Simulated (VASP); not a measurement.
# SiW12 in VASP: single point with PBE

Aim: the single point of SiW12 with PBE.

Program: VASP 6.6.1. These are calculated values, not measurements. Logs are shortened: lines on timing, memory, paths and dates and some standing lists are left out, and cuts for length are marked.

## (1) The cell of the first run

The cell holds a slab with vacuum, 13 atoms: a = 5.709 Å, b = 5.709 Å, c = 19.445 Å, α = 90.00°, β = 90.00°, γ = 90.00°.

## (2) Single point, PBE

INCAR reads:

```
ALGO = Normal
DIPOL = 0.5 0.5 0.324
EDIFF = 1E-6
ENCUT = 520
GGA = PE
IDIPOL = 3
ISIF = 2
ISMEAR = 0
LASPH = T
LCHARG = F
LDIPOL = T
LREAL = F
LWAVE = F
NBANDS = 98
NELM = 80
PREC = Accurate
SIGMA = 0.1
```

KPOINTS reads:

```
k-points
0
Gamma
  5 5 1
```

POSCAR reads:

```
SiW12
1.0
    5.7094426449      0.0000000000      0.0000000000
    0.0000000000      5.7094426449      0.0000000000
    0.0000000000      0.0000000000     19.4446428585
W Si
12 1
Direct
    0.2500000000      0.2500000000      0.2057121866
    0.2500000000      0.7500000000      0.2057121866
    0.7500000000      0.2500000000      0.2057121866
    0.7500000000      0.7500000000      0.2057121866
    0.0000000000      0.0000000000      0.3071173000
    0.0000000000      0.5000000000      0.3071173000
    0.5000000000      0.0000000000      0.3071173000
    0.5000000000      0.5000000000      0.3071173000
    0.2500000000      0.2500000000      0.4085774635
    0.2500000000      0.7500000000      0.4085774635
    0.7500000000      0.2500000000      0.4085774635
    0.7500000000      0.7500000000      0.4085774635
    0.3333333333      0.3333333333      0.5240285410
```

Potentials or basis: VASP PAW PBE potentials, release 64 (W_sv, Si).

On the command line:

```bash
cat potpaw_PBE.64/W_sv/POTCAR potpaw_PBE.64/Si/POTCAR > POTCAR
mpirun -np 1 vasp_std > vasp.out
```

OUTCAR:

```text
EDIFF = 1E-6
   ENCUT = 520
   GGA = PE
   ISIF = 2
   ISMEAR = 0
   LASPH = T
   LREAL = F
   NELM = 80
   PREC = Accurate

 ion  position               nearest neighbor table
   1  0.250  0.250  0.206-   5 2.82   6 2.82   7 2.82   8 2.82   2 2.85   3 2.85   2 2.85   3 2.85

   2  0.250  0.750  0.206-   5 2.82   6 2.82   7 2.82   8 2.82   1 2.85   4 2.85   1 2.85   4 2.85

   3  0.750  0.250  0.206-   5 2.82   6 2.82   7 2.82   8 2.82   1 2.85   4 2.85   4 2.85   1 2.85

   4  0.750  0.750  0.206-   5 2.82   6 2.82   7 2.82   8 2.82   2 2.85   3 2.85   3 2.85   2 2.85

   5  0.000  0.000  0.307-   1 2.82   2 2.82   3 2.82   4 2.82   9 2.82  10 2.82  11 2.82  12 2.82
                             6 2.85   7 2.85   6 2.85   7 2.85
   6  0.000  0.500  0.307-   1 2.82   2 2.82   3 2.82   4 2.82   9 2.82  10 2.82  11 2.82  12 2.82
                             5 2.85   8 2.85   5 2.85   8 2.85
   7  0.500  0.000  0.307-   1 2.82   2 2.82   3 2.82   4 2.82   9 2.82  10 2.82  11 2.82  12 2.82
                             5 2.85   8 2.85   8 2.85   5 2.85
   8  0.500  0.500  0.307-   1 2.82   2 2.82   3 2.82   4 2.82   9 2.82  10 2.82  11 2.82  12 2.82
                             6 2.85   7 2.85   7 2.85   6 2.85
   9  0.250  0.250  0.409-  13 2.34   6 2.82   7 2.82   8 2.82   5 2.82  11 2.85  10 2.85  10 2.85
                            11 2.85
  10  0.250  0.750  0.409-   5 2.82   6 2.82   7 2.82   8 2.82   9 2.85  12 2.85   9 2.85  12 2.85
                            13 3.31
  11  0.750  0.250  0.409-   5 2.82   6 2.82   7 2.82   8 2.82   9 2.85  12 2.85  12 2.85   9 2.85
                            13 3.31
  12  0.750  0.750  0.409-   5 2.82   6 2.82   7 2.82   8 2.82  10 2.85  11 2.85  11 2.85  10 2.85

  13  0.333  0.333  0.524-   9 2.34  10 3.31  11 3.31

  LATTYP: Found a simple tetragonal cell.
 ALAT       =     5.7094426449
 C/A-ratio  =     3.4056989566

  Lattice vectors:

 A1 = (   5.7094426449,   0.0000000000,   0.0000000000)
 A2 = (   0.0000000000,   5.7094426449,   0.0000000000)
 A3 = (   0.0000000000,   0.0000000000,  19.4446428585)

Analysis of symmetry for initial positions (statically):
=====================================================================
 Subroutine PRICEL returns:
 Original cell was already a primitive cell.

 Routine SETGRP: Setting up the symmetry group for a
 simple tetragonal supercell.

 Subroutine GETGRP returns: Found  2 space group operations
 (whereof  2 operations were pure point group operations)
 out of a pool of 16 trial point group operations.

The static configuration has the point symmetry C_1h.

Analysis of symmetry for dynamics (positions and initial velocities):
=====================================================================
 Subroutine PRICEL returns:
 Original cell was already a primitive cell.

 Routine SETGRP: Setting up the symmetry group for a
 simple tetragonal supercell.

 Subroutine GETGRP returns: Found  2 space group operations
 (whereof  2 operations were pure point group operations)
 out of a pool of 16 trial point group operations.

The dynamic configuration has the point symmetry C_1h.

 Subroutine INISYM returns: Found  2 space group operations
 (whereof  2 operations are pure point group operations),
 and found     1 'primitive' translations

----------------------------------------------------------------------------------------

                                     Primitive cell

  volume of cell :     633.8513

  direct lattice vectors                    reciprocal lattice vectors
     5.709442645  0.000000000  0.000000000     0.175148445  0.000000000  0.000000000
     0.000000000  5.709442645  0.000000000     0.000000000  0.175148445  0.000000000
     0.000000000  0.000000000 19.444642858     0.000000000  0.000000000  0.051428047

  length of vectors
     5.709442645  5.709442645 19.444642858     0.175148445  0.175148445  0.051428047

  position of ions in fractional coordinates (direct lattice)
     0.250000000  0.250000000  0.205712187
     0.250000000  0.750000000  0.205712187
     0.750000000  0.250000000  0.205712187
     0.750000000  0.750000000  0.205712187
     0.000000000  0.000000000  0.307117300
     0.000000000  0.500000000  0.307117300
     0.500000000  0.000000000  0.307117300
     0.500000000  0.500000000  0.307117300
     0.250000000  0.250000000  0.408577464
     0.250000000  0.750000000  0.408577464
     0.750000000  0.250000000  0.408577464
     0.750000000  0.750000000  0.408577464
     0.333333333  0.333333333  0.524028541

  ion indices of the primitive-cell ions
   primitive index   ion index
                 1           1
                 2           2
                 3           3
                 4           4
                 5           5
                 6           6
                 7           7
                 8           8
                 9           9
                10          10
                11          11
                12          12
                13          13

----------------------------------------------------------------------------------------

 KPOINTS: k-points

Automatic generation of k-mesh.
 Grid dimensions read from file:
 generate k-points for:    5    5    1

 Generating k-lattice:

  Cartesian coordinates                     Fractional coordinates (reciprocal lattice)
     0.035029689  0.000000000  0.000000000     0.200000000  0.000000000  0.000000000
     0.000000000  0.035029689  0.000000000     0.000000000  0.200000000  0.000000000
     0.000000000  0.000000000  0.051428047     0.000000000  0.000000000  1.000000000

  Length of vectors
     0.035029689  0.035029689  0.051428047

  Shift w.r.t. Gamma in fractional coordinates (k-lattice)
     0.000000000  0.000000000  0.000000000

 Subroutine IBZKPT returns following result:
 ===========================================

 Found      9 irreducible k-points:

 Following reciprocal coordinates:
            Coordinates               Weight
  0.000000  0.000000  0.000000      1.000000
  0.200000  0.000000  0.000000      4.000000
  0.400000  0.000000  0.000000      4.000000
  0.200000  0.200000  0.000000      2.000000
 -0.200000  0.200000  0.000000      2.000000
  0.400000  0.200000  0.000000      4.000000
 -0.200000  0.400000  0.000000      4.000000
  0.400000  0.400000  0.000000      2.000000
 -0.400000  0.400000  0.000000      2.000000
   k-points           NKPTS =      9   k-points in BZ     NKDIM =      9   number of bands    NBANDS=     98
   number of dos      NEDOS =    301   number of ions     NIONS =     13
   total plane-waves  NPLWV = 264600
   dimension x,y,z NGX =    42 NGY =   42 NGZ =  150
   dimension x,y,z NGXF=    84 NGYF=   84 NGZF=  300
   ions per type =              12   1
   NGX,Y,Z   is equivalent  to a cutoff of  12.23, 12.23, 12.82 a.u.
   NGXF,Y,Z  is equivalent  to a cutoff of  24.46, 24.46, 25.65 a.u.
 SYSTEM =  unknown system
   PREC   = accura    normal or accurate (medium, high low for compatibility)
   ISTART =      0    job   : 0-new  1-cont  2-samecut
   ICHARG =      2    charge: 1-file 2-atom 10-const
   ISPIN  =      1    spin polarized calculation?
   LNONCOLLINEAR =      F non collinear calculations
   LSORBIT =      F    spin-orbit coupling
   LASPH  =      T    aspherical Exc in radial PAW
   ENCUT  =  520.0 eV  38.22 Ry    6.18 a.u.  10.62 10.62 36.15*2*pi/ulx,y,z
   NELM   =     80;   NELMIN=  2; NELMDL= -5     # of ELM steps
   EDIFF  = 0.1E-05   stopping-criterion for ELM
   LREAL  =      F    real-space projection
   EDIFFG = 0.1E-04   stopping-criterion for IOM
   NSW    =      0    number of steps for IOM
   IBRION =     -1    ionic relax: 0-MD 1-quasi-New 2-CG
   NFREE  =      0    steps in history (QN), initial steepest desc. (CG)
   ISIF   =      2    stress and relaxation
   ISYM   =      2    0-nonsym 1-usesym 2-fastsym
   POTIM  = 0.5000    time-step for ionic-motion
   TEBEG  =    0.0;   TEEND  =   0.0 temperature during run
   PSTRESS=    0.0 pullay stress
   NELECT =     172.0000    total number of electrons
   NUPDOWN=      -1.0000    fix difference up-down
   EMIN   =  10.00;   EMAX   =-10.00  energy-range for DOS
   EFERMI =   0.00;   METHOD = LEGACY
   ISMEAR =     0;   SIGMA  =   0.10  broadening in eV -4-tet -1-fermi 0-gaus
   EFERMI_NEDOS =   21; number of points for ismear=-14 and -15
   IALGO  =     38    algorithm
   IMIX   =      4    mixing-type and parameters
     AMIX     =   0.40;   BMIX     =  1.00
     AMIX_MAG =   1.60;   BMIX_MAG =  1.00
  volume/ion in A,a.u.               =      48.76       329.03
  Fermi-wavevector in a.u.,A,eV,Ry     =   1.059876  2.002876 15.283938  1.123338
  Thomas-Fermi vector in A             =   2.195237
   LORBIT       =      0    0 simple, 1 ext, 2 COOP (PROOUT), +10 PAW based schemes
   GGA     = PE    functional components
   LHFCALC =     F    Hartree Fock is set to
   AEXX    =    0.0000 exact exchange contribution
   IVDW    =     0    specifies the selected vdW correction
   LEPSILON=     F    determine dielectric tensor
   LRPA    =     F    only Hartree local field effects (RPA)
 non-spin polarized calculation
 Gauss-broadening in eV      SIGMA  =   0.10
  energy-cutoff  :      520.00
  volume of cell :      633.85
 maximum number of plane-waves:     17090
   NGX = 21   NGY = 21   NGZ = 73

 dipolmoment           0.000000      0.000000     -0.022766 electrons x Angstroem

 number of electron     172.0000023 magnetization

 dipolmoment           0.000000      0.000000      0.065381 electrons x Angstroem

 Free energy of the ion-electron system (eV)
  ---------------------------------------------------
  ext. energy  EPLUGINS =         0.00000000
  ---------------------------------------------------
  free energy    TOTEN  =      -141.14254719 eV

  energy without entropy =     -141.03629634  energy(sigma->0) =     -141.08942177

 E-fermi :   0.4564     XC(G=0):  -5.6885

 val. band max:        0.4325788313   @ k =   0.2000   0.0000   0.0000
 cond. band min:       0.4712492507   @ k =  -0.2000   0.4000   0.0000
 fundamental gap:      0.0386704194
 Fermi energy:         0.4563909311

 k-point     1 :       0.0000    0.0000    0.0000
  band No.  band energies     occupation
      1     -73.4143      2.00000
      2     -73.3958      2.00000
      3     -73.3554      2.00000
      4     -73.3410      2.00000
      5     -73.3159      2.00000
      6     -73.3051      2.00000
[... 90 lines left out ...]
     97       2.3032      0.00000
     98       2.4137      0.00000

 k-point     2 :       0.2000    0.0000    0.0000
  band No.  band energies     occupation
      1     -73.4117      2.00000
      2     -73.3962      2.00000
      3     -73.3517      2.00000
      4     -73.3427      2.00000
      5     -73.3175      2.00000
      6     -73.3048      2.00000
[... 696 lines left out ...]
     97       1.4238      0.00000
     98       1.6944      0.00000

 k-point     9 :      -0.4000    0.4000    0.0000
  band No.  band energies     occupation
      1     -73.3996      2.00000
      2     -73.3976      2.00000
      3     -73.3521      2.00000
      4     -73.3288      2.00000
      5     -73.3185      2.00000
      6     -73.3121      2.00000
[... 90 lines left out ...]
     97       1.4255      0.00000
     98       1.6974      0.00000

------------------------ aborting loop because EDIFF is reached ----------------------------------------

 vacuum level on the upper side and lower side of the slab       (xc-potential included)         0.004        -0.302

  FORCE on cell =-STRESS in cart. coord.  units (eV):
  Direction    XX          YY          ZZ          XY          YZ          ZX
  --------------------------------------------------------------------------------------
  -------------------------------------------------------------------------------------
  Total      -26.1957134    -26.1957134      2.2817625     -0.0761044      0.7306821      0.7306826
  in kB      -66.2145470    -66.2145470      5.7675799     -0.1923680      1.8469351      1.8469365
  external PRESSURE =     -42.2205047 kB  Pullay stress =       0.0000000 kB

 VOLUME and BASIS-vectors are now :
 -----------------------------------------------------------------------------
  energy-cutoff  :      520.00
  volume of cell :      633.85
      direct lattice vectors                 reciprocal lattice vectors
     5.709442645  0.000000000  0.000000000     0.175148445  0.000000000  0.000000000
     0.000000000  5.709442645  0.000000000     0.000000000  0.175148445  0.000000000
     0.000000000  0.000000000 19.444642858     0.000000000  0.000000000  0.051428047

 POSITION                                       TOTAL-FORCE (eV/Angst)
 -----------------------------------------------------------------------------------
      1.42736      1.42736      4.00000        -0.033978     -0.033978      0.210810
      1.42736      4.28208      4.00000         0.052005      0.056033     -0.074303
      4.28208      1.42736      4.00000         0.056033      0.052005     -0.074303
      4.28208      4.28208      4.00000        -0.031660     -0.031660     -0.139987
      0.00000      0.00000      5.97179        -0.039282     -0.039282     -0.216893
      0.00000      2.85472      5.97179        -0.334692      0.250260     -0.271720
      2.85472      0.00000      5.97179         0.250260     -0.334692     -0.271720
      2.85472      2.85472      5.97179         0.208100      0.208100     -0.304442
      1.42736      1.42736      7.94464        -0.238672     -0.238672     -0.073598
      1.42736      4.28208      7.94464         0.101610     -0.278732      0.464690
      4.28208      1.42736      7.94464        -0.278732      0.101610      0.464690
      4.28208      4.28208      7.94464        -0.185332     -0.185332      0.277630
      1.90315      1.90315     10.18955         0.474339      0.474339      0.009146
 -----------------------------------------------------------------------------------
    total drift:                                0.000111      0.000111      0.000806

  FREE ENERGIE OF THE ION-ELECTRON SYSTEM (eV)
  ---------------------------------------------------
  free  energy   TOTEN  =      -141.1425471876 eV

  energy  without entropy=     -141.0362963424  energy(sigma->0) =     -141.08942177

 vacuum level on the upper side and lower side of the slab         5.287         4.972
```

It took 53 min on 1 thread of Intel Xeon 8259CL, shared host; peak memory 0.8 GiB.

Results:

* Free energy: -141.1425 eV
* Largest force: 0.671 eV/Å
* Band gap on the k mesh: zero (bands 86 and 87 overlap by 0.17 eV)

Forces in eV/Å, atoms in the order of the input:
```
W   -0.034 -0.034  0.211
W    0.052  0.056 -0.074
W    0.056  0.052 -0.074
W   -0.032 -0.032 -0.140
W   -0.039 -0.039 -0.217
W   -0.335  0.250 -0.272
W    0.250 -0.335 -0.272
W    0.208  0.208 -0.304
W   -0.239 -0.239 -0.074
W    0.102 -0.279  0.465
W   -0.279  0.102  0.465
W   -0.185 -0.185  0.278
Si   0.474  0.474  0.009
```

Caveat: spin-orbit coupling is left out, which moves the levels of the heavy elements.

The gap in the log of VASP goes by the Fermi energy; the results here count the filled bands.